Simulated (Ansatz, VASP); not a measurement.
**One calculation of WSe2, two programs**

```xyz
3
Lattice="0.0000 3.1013 3.1013 3.1013 0.0000 3.1013 3.1013 3.1013 0.0000" Properties=species:S:1:pos:R:3 pbc="T T T"
W     0.0000    0.0000    0.0000
Se    1.5507    1.5507    1.5507
Se    4.6520    4.6520    4.6520
```

Alike in both runs: functional PBE; k mesh 11 × 11 × 11; occupations fermi-dirac, width 0.05 eV; no spin polarisation.

Ansatz relaxed the structure, and its values are those at the end. VASP's run is a single point on that final structure, the one shown.

```csv
,VASP,Ansatz
version,VASP 6.6.1,Ansatz 0.2.0
potentials or method,"VASP PAW PBE potentials, release 64 (W_sv, Se)","PAW with Ansatz's default frozen-core files, scalar-relativistic"
plane-wave cutoff (eV),520,420
valence electrons in the cell,26,46
```

Ansatz gave:

* pressure (GPa): 0.0

Question: Which values does VASP return?

Answer: Pressure (GPa): 0.2.

The functional is the same, so the differences come from potentials, cutoffs and numerics. VASP's potentials hold 26 valence electrons a cell and Ansatz's 46, so a difference there can come from the potentials and not from the codes.

Neither program's run includes spin-orbit coupling.
